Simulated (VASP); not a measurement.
**Ga2Te3Pd: relaxation of cell and atoms with PBE**

Ga2Te3Pd:

```
CELL_PARAMETERS angstrom
3.08132 1.77900 4.86132
-3.08132 1.77900 4.86132
0.00000 -3.55801 4.86132
ATOMIC_POSITIONS crystal
Ga 0.62348 0.62348 0.62348
Ga 0.37652 0.37652 0.37652
Te 0.00000 0.50000 0.00000
Te 0.50000 0.00000 0.00000
Te 0.00000 0.00000 0.50000
Pd 0.00000 0.00000 0.00000
```

The cell was built from a structure type or drawn by symmetry, and may not be a known phase.

```yaml
Program: VASP 6.6.1
Task: relaxation of cell and atoms
Functional: PBE
Potentials_or_basis: VASP PAW PBE potentials, release 64 (Ga_d, Te, Pd)
Cutoff: 600 eV
k_mesh: 6 × 6 × 6
Occupations: gaussian, width 0.1 eV
Spin: no spin polarisation
Dipole_correction: no
Further_INCAR_settings: ALGO = Normal; EDIFF = 1e-06; IBRION = 2; EDIFFG = -0.01; NSW = 100; ISIF = 3
```

The relaxed volume is 27.51 Å³/atom, the relaxed cell is a = 5.487 Å, b = 5.487 Å, c = 5.487 Å, α = 88.35°, β = 88.35°, γ = 88.35° and the space group after relaxing (to 0.1 Å) is R-3m (No. 166). The energy gained by relaxing is 188.8 meV/atom and the ionic steps are 23. The pressure after relaxing is 0.0 GPa and the largest force after relaxing is 0.006 eV/Å. The band gap on the k mesh is zero (bands 27 and 28 overlap by 1.91 eV).

Forces in eV/Å, atoms in the order of the input:
```
Ga   0.000  0.000 -0.006
Ga   0.000  0.000  0.006
Te   0.000  0.000  0.000
Te   0.000  0.000  0.000
Te   0.000  0.000  0.000
Pd   0.000  0.000  0.000
```

Step by step:
```
step  energy change (eV)  largest force (eV/Å)  pressure (GPa)  volume (Å³)
   1              0.0000                0.1202            0.41       159.89
   2             -0.3238                0.1197           -0.32       161.22
   3             -0.8101                0.0125           -0.88       162.41
   4             -0.9281                1.1727            2.61       155.07
   5             -0.9136                0.2508           -0.08       160.29
   6             -0.9823                0.5100            0.54       158.59
   7             -0.9985                0.7857            1.36       156.98
   8             -1.0698                0.3603           -1.86       169.75
   9             -1.0806                0.4467           -1.11       166.06
  10             -1.1249                0.1071            0.56       162.81
  11             -1.1267                0.0161            0.19       163.37
  12             -1.1267                0.0257            0.27       163.31
  13             -1.1306                0.0397           -0.08       164.95
  14             -1.1309                0.0465           -0.17       165.49
  15             -1.1322                0.0499            0.12       164.82
  16             -1.1323                0.0489            0.05       164.98
  17             -1.1326                0.0046           -0.08       165.35
  18             -1.1326                0.0150            0.00       165.27
  19             -1.1326                0.0108           -0.07       165.29
  20             -1.1326                0.0133           -0.05       165.28
  21             -1.1326                0.0142           -0.05       165.27
  22             -1.1326                0.0033            0.04       164.96
  23             -1.1326                0.0062            0.01       165.04
```

Final structure:
```cif
data_structure
_symmetry_space_group_name_H-M 'P 1'
_symmetry_Int_Tables_number 1
_cell_length_a 5.4875
_cell_length_b 5.4875
_cell_length_c 5.4875
_cell_angle_alpha 88.351
_cell_angle_beta 88.351
_cell_angle_gamma 88.351
_cell_volume 165.04
loop_
_atom_site_label
_atom_site_type_symbol
_atom_site_fract_x
_atom_site_fract_y
_atom_site_fract_z
_atom_site_occupancy
Ga1 Ga 0.64271 0.64271 0.64271 1
Ga2 Ga 0.35729 0.35729 0.35729 1
Te1 Te 0.00000 0.50000 0.00000 1
Te2 Te 0.50000 0.00000 0.00000 1
Te3 Te 0.00000 0.00000 0.50000 1
Pd1 Pd 0.00000 0.00000 0.00000 1
```

Levels at points of the mesh, in eV from the Fermi level:
| k point | band 23 | band 24 | band 25 | band 26 | band 27 | band 28 | band 29 | band 30 | band 31 | band 32 |
| --- | --- | --- | --- | --- | --- | --- | --- | --- | --- | --- |
| (0.00, 0.00, 0.00) | -1.88 | -1.88 | -1.69 | -0.54 | -0.19 | -0.19 | 1.14 | 1.89 | 1.99 | 1.99 |
| (0.50, 0.00, 0.00) | -2.23 | -1.04 | -1.02 | -0.70 | -0.69 | -0.34 | -0.13 | 2.16 | 2.62 | 2.67 |
| (0.50, 0.50, 0.00) | -1.60 | -1.37 | -1.26 | -0.93 | -0.84 | 0.32 | 2.68 | 2.73 | 2.92 | 3.07 |
| (0.50, 0.50, 0.50) | -1.91 | 0.05 | 0.05 | 0.77 | 1.53 | 2.10 | 2.82 | 2.82 | 3.86 | 3.86 |

Run time: 22 min on 1 thread of Intel(R) Xeon(R) 6975P-C (Granite Rapids) (shared host), peak memory 0.5 GiB.

Caveat: spin-orbit coupling is left out, which moves the levels of the heavy elements.
